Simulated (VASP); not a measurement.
# Ge (Fd-3m) in VASP: single point with PBEsol

Aim: the single point of Ge with PBEsol.

Program: VASP 6.6.1. These are calculated values, not measurements. Logs are shortened: lines on timing, memory, paths and dates and some standing lists are left out, and cuts for length are marked.

### 1 The cell of the first run

It takes space group Fd-3m (No. 227, cubic). Conventional cell: a = 5.676 Å, b = 5.676 Å, c = 5.676 Å, α = 90.00°, β = 90.00°, γ = 90.00°. Ge (site symmetry -43m) has 4 Ge at 2.46 Å within 3.2 Å.

### 2 Single point, PBEsol

INCAR reads:

```
PREC = Accurate ; ENCUT = 520
EDIFF = 1E-6 ; ISMEAR = -1
SIGMA = 0.02 ; LREAL = False
LASPH = True ; NELM = 100
ALGO = Normal ; ISIF = 2
LWAVE = False ; LCHARG = True
GGA = PS ; LELF = True
LVHAR = True ; NBANDS = 36
```

KPOINTS reads:

```
regular mesh
0
Gamma
  7 5 7
```

POSCAR reads:

```
Ge
1.0
   -2.8378036883      2.8378036883      0.0000000000
    0.0000000000      0.0000000000      5.6756073765
    2.8378036883      2.8378036883      0.0000000000
Ge
4
Direct
    0.5000000000      0.3750000000      0.2500000000
    0.0000000000      0.8750000000      0.7500000000
    0.0000000000      0.1250000000      0.2500000000
    0.5000000000      0.6250000000      0.7500000000
```

Potentials or basis: VASP PAW PBE potentials, release 64 (Ge_d).

Command:

```console
$ cat potpaw_PBE.64/Ge_d/POTCAR > POTCAR
$ mpirun -np 1 vasp_std > vasp.out
```

OUTCAR:

```text
PREC = Accurate
   ENCUT = 520
   EDIFF = 1E-6
   ISMEAR = -1
   LREAL = False
   LASPH = True
   NELM = 100
   ISIF = 2
   GGA = PS

 ion  position               nearest neighbor table
   1  0.500  0.375  0.250-   3 2.46   4 2.46   4 2.46   3 2.46
   2  0.000  0.875  0.750-   3 2.46   4 2.46   3 2.46   4 2.46
   3  0.000  0.125  0.250-   1 2.46   2 2.46   2 2.46   1 2.46
   4  0.500  0.625  0.750-   1 2.46   2 2.46   1 2.46   2 2.46

  LATTYP: Found a simple tetragonal cell.
 ALAT       =     4.0132604633
 C/A-ratio  =     1.4142135623

  Lattice vectors:

 A1 = (   2.8378036883,  -2.8378036883,   0.0000000000)
 A2 = (   2.8378036883,   2.8378036883,   0.0000000000)
 A3 = (   0.0000000000,   0.0000000000,   5.6756073765)

Analysis of symmetry for initial positions (statically):
=====================================================================
 Subroutine PRICEL returns following result:

  LATTYP: Found a face centered cubic cell.
 ALAT       =     5.6756073765

  Lattice vectors:

 A1 = (   2.8378036883,   0.0000000000,   2.8378036882)
 A2 = (   2.8378036883,   2.8378036883,   0.0000000000)
 A3 = (   0.0000000000,   2.8378036883,   2.8378036883)

   2 primitive cells build up your supercell.

 Routine SETGRP: Setting up the symmetry group for a
 simple tetragonal supercell.

 Subroutine GETGRP returns: Found 16 space group operations
 (whereof  4 operations were pure point group operations)
 out of a pool of 16 trial point group operations.

The static configuration has the point symmetry C_2h.
 The point group associated with its full space group is D_4h.

Analysis of symmetry for dynamics (positions and initial velocities):
=====================================================================
 Subroutine PRICEL returns following result:

  LATTYP: Found a face centered cubic cell.
 ALAT       =     5.6756073765

  Lattice vectors:

 A1 = (   2.8378036883,   0.0000000000,   2.8378036882)
 A2 = (   2.8378036883,   2.8378036883,   0.0000000000)
 A3 = (   0.0000000000,   2.8378036883,   2.8378036883)

   2 primitive cells build up your supercell.

 Routine SETGRP: Setting up the symmetry group for a
 simple tetragonal supercell.

 Subroutine GETGRP returns: Found 16 space group operations
[... 93 lines left out ...]
   NGXF,Y,Z  is equivalent  to a cutoff of  24.85, 24.60, 24.85 a.u.
 SYSTEM =  unknown system
   PREC   = accura    normal or accurate (medium, high low for compatibility)
   ISTART =      0    job   : 0-new  1-cont  2-samecut
   ICHARG =      2    charge: 1-file 2-atom 10-const
   ISPIN  =      1    spin polarized calculation?
   LNONCOLLINEAR =      F non collinear calculations
   LSORBIT =      F    spin-orbit coupling
   LASPH  =      T    aspherical Exc in radial PAW
   ENCUT  =  520.0 eV  38.22 Ry    6.18 a.u.   7.46 10.55  7.46*2*pi/ulx,y,z
   NELM   =    100;   NELMIN=  2; NELMDL= -5     # of ELM steps
   EDIFF  = 0.1E-05   stopping-criterion for ELM
   LREAL  =      F    real-space projection
   EDIFFG = 0.1E-04   stopping-criterion for IOM
   NSW    =      0    number of steps for IOM
   IBRION =     -1    ionic relax: 0-MD 1-quasi-New 2-CG
   NFREE  =      0    steps in history (QN), initial steepest desc. (CG)
   ISIF   =      2    stress and relaxation
   ISYM   =      2    0-nonsym 1-usesym 2-fastsym
   POTIM  = 0.5000    time-step for ionic-motion
   TEBEG  =    0.0;   TEEND  =   0.0 temperature during run
   PSTRESS=    0.0 pullay stress
   NELECT =      56.0000    total number of electrons
   NUPDOWN=      -1.0000    fix difference up-down
   EMIN   =  10.00;   EMAX   =-10.00  energy-range for DOS
   EFERMI =   0.00;   METHOD = LEGACY
   ISMEAR =    -1;   SIGMA  =   0.02  broadening in eV -4-tet -1-fermi 0-gaus
   EFERMI_NEDOS =   21; number of points for ismear=-14 and -15
   IALGO  =     38    algorithm
   IMIX   =      4    mixing-type and parameters
     AMIX     =   0.40;   BMIX     =  1.00
     AMIX_MAG =   1.60;   BMIX_MAG =  1.00
  volume/ion in A,a.u.               =      22.85       154.22
  Fermi-wavevector in a.u.,A,eV,Ry     =   1.390385  2.627447 26.302391  1.933171
  Thomas-Fermi vector in A             =   2.514325
   LORBIT       =      0    0 simple, 1 ext, 2 COOP (PROOUT), +10 PAW based schemes
   GGA     = PS    functional components
   LHFCALC =     F    Hartree Fock is set to
   AEXX    =    0.0000 exact exchange contribution
   IVDW    =     0    specifies the selected vdW correction
   LEPSILON=     F    determine dielectric tensor
   LRPA    =     F    only Hartree local field effects (RPA)
 non-spin polarized calculation
  energy-cutoff  :      520.00
  volume of cell :       91.41
 maximum number of plane-waves:      2489
 NGX is ok and might be reduce to    30
   NGX = 15   NGY = 21   NGZ = 15

 number of electron      55.9999987 magnetization

 Free energy of the ion-electron system (eV)
  ---------------------------------------------------
  ext. energy  EPLUGINS =         0.00000000
  ---------------------------------------------------
  free energy    TOTEN  =       -19.73379602 eV

  energy without entropy =      -19.73347077  energy(sigma->0) =      -19.73363339

 E-fermi :   4.7858     XC(G=0): -10.0831

 val. band max:        4.7719768874   @ k =   0.0000   0.0000   0.0000
 cond. band min:       4.9553752854   @ k =   0.4286   0.4000   0.0000
 fundamental gap:      0.1833983980
 Fermi energy:         4.7858081662

 k-point     1 :       0.0000    0.0000    0.0000
  band No.  band energies     occupation
      1     -20.0110      2.00000
      2     -20.0110      2.00000
      3     -19.9777      2.00000
      4     -19.9777      2.00000
      5     -19.9762      2.00000
      6     -19.9424      2.00000
[... 925 lines left out ...]
     35      10.3304      0.00000
     36      11.0375      0.00000

 [... further k-points ...]
[... 5 lines left out ...]
  --------------------------------------------------------------------------------------
  -------------------------------------------------------------------------------------
  Total        0.0199702      0.0199702     -0.1242881      0.0000000      0.0000000      0.0000000
  in kB        0.3500138      0.3500138     -2.1783765      0.0000000      0.0000000      0.0000000
  external PRESSURE =      -0.4927829 kB  Pullay stress =       0.0000000 kB

 VOLUME and BASIS-vectors are now :
 -----------------------------------------------------------------------------
  energy-cutoff  :      520.00
  volume of cell :       91.41
      direct lattice vectors                 reciprocal lattice vectors
    -2.837803688  2.837803688  0.000000000    -0.176192596  0.176192596  0.000000000
     0.000000000  0.000000000  5.675607377     0.000000000  0.000000000  0.176192596
     2.837803688  2.837803688  0.000000000     0.176192596  0.176192596  0.000000000

 POSITION                                       TOTAL-FORCE (eV/Angst)
 -----------------------------------------------------------------------------------
     -0.70945      2.12835      2.12835        -0.000000     -0.000000     -0.000000
      2.12835      2.12835      4.96616         0.000000     -0.000000     -0.000000
      0.70945      0.70945      0.70945        -0.000000      0.000000     -0.000000
      0.70945      3.54725      3.54725        -0.000000      0.000000      0.000000
 -----------------------------------------------------------------------------------
    total drift:                                0.000000      0.000000      0.000000

  FREE ENERGIE OF THE ION-ELECTRON SYSTEM (eV)
  ---------------------------------------------------
  free  energy   TOTEN  =       -19.7337960186 eV

  energy  without entropy=      -19.7334707687  energy(sigma->0) =      -19.73363339
```

OSZICAR:

```text
N       E                     dE             d eps       ncg     rms          rms(c)
DAV:   1     0.476422383550E+03    0.47642E+03   -0.27965E+04  2524   0.424E+03
DAV:   2     0.628774784795E+02   -0.41354E+03   -0.40309E+03  2160   0.788E+02
DAV:   3    -0.156502472359E+02   -0.78528E+02   -0.77641E+02  2336   0.205E+02
DAV:   4    -0.199448274724E+02   -0.42946E+01   -0.42783E+01  2548   0.556E+01
DAV:   5    -0.200295053666E+02   -0.84678E-01   -0.84651E-01  2408   0.867E+00    0.457E+00
DAV:   6    -0.198280146231E+02    0.20149E+00   -0.95465E-02  2596   0.279E+00    0.260E+00
DAV:   7    -0.197311111470E+02    0.96903E-01   -0.13651E-01  2284   0.271E+00    0.203E-01
DAV:   8    -0.197333201095E+02   -0.22090E-02   -0.15385E-02  2456   0.126E+00    0.100E-01
DAV:   9    -0.197337715715E+02   -0.45146E-03   -0.44460E-04  2536   0.133E-01    0.242E-02
DAV:  10    -0.197337920571E+02   -0.20486E-04   -0.76293E-05  2808   0.119E-01    0.736E-03
DAV:  11    -0.197337956413E+02   -0.35842E-05   -0.66887E-06  1972   0.161E-02    0.258E-03
DAV:  12    -0.197337960186E+02   -0.37734E-06   -0.47373E-07  1428   0.628E-03
   1 F= -.19733796E+02 E0= -.19733633E+02  d E =-.325250E-03
```

stdout:

```text
POSCAR found type information on POSCAR Ge
 POSCAR found :  1 types and       4 ions
 scaLAPACK will be used
 -----------------------------------------------------------------------------
|                                                                             |
|                                                                             |
|     You enforced a specific xc type in the INCAR file but a different       |
|     I HOPE YOU KNOW WHAT YOU ARE DOING!                                     |
|                                                                             |
 -----------------------------------------------------------------------------

 LDA part: xc-table for (Slater+PW92), standard interpolation
 POSCAR, INCAR and KPOINTS ok, starting setup
 FFT: planning ... GRIDC
 FFT: planning ... GRID_SOFT
 FFT: planning ... GRID
 WAVECAR not read
 entering main loop
```

Wall time 43 s (1 thread of Intel Xeon Platinum 8488C (Sapphire Rapids), shared host); peak memory 0.22 GiB.

What came out:

```yaml
Free_energy: -19.7338 eV
Pressure: 0.0 GPa
Band_gap_on_the_k_mesh: zero (filled and empty bands touch)
```

Caveat: the PAW data sets were made with another functional, which shifts forces and pressure a little.
